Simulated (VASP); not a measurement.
A run of VASP 6.6.1:

INCAR

```
PREC = Accurate ; ENCUT = 520
EDIFF = 1E-7 ; ISMEAR = 1
SIGMA = 0.05 ; LREAL = False
LASPH = True ; NELM = 60
ALGO = Normal ; ISIF = 2
LWAVE = False ; LCHARG = True
GGA = RP ; LELF = True
LVHAR = True ; NBANDS = 43
```

KPOINTS

```
Automatic mesh
0
Gamma
  7 7 3
```

The input POSCAR:

```
HfO2
1.0
    2.5488057606     -2.5488057606      0.0000000000
    2.5488057606      0.0000000000     -2.5488057606
    6.2523120596      6.2523120596      6.2523120596
Hf O
3 6
Direct
    0.0000000000      0.0000000000      0.6794437835
    0.3333333333      0.3333333333      0.4076717055
    0.6666666667      0.6666666667      0.1358996276
    0.6666666667      0.6666666667      0.3397286860
    1.0000000000      0.0000000000      0.0679566081
    0.3333333333      0.3333333333      0.6115007640
    0.6666666667      0.6666666667      0.7473868030
    1.0000000000      1.0000000000      0.4756147250
    0.3333333333      0.3333333333      0.2038426471
```

Potentials or basis: VASP PAW PBE potentials, release 64 (Hf_pv, O).

Launch:

```sh
$ cat potpaw_PBE.64/Hf_pv/POTCAR potpaw_PBE.64/O/POTCAR > POTCAR
$ mpirun -np 1 vasp_std > vasp.out
```

Hardware: 1 thread of Intel(R) Xeon(R) 6975P-C (Granite Rapids), with other jobs on the host.

Task: Estimate the wall time of this run.

Result: Wall time 75 s on 1 thread of Intel(R) Xeon(R) 6975P-C (Granite Rapids), with other jobs on the host, peak memory 0.28 GiB. Counts: scf iterations 18, k points 20.
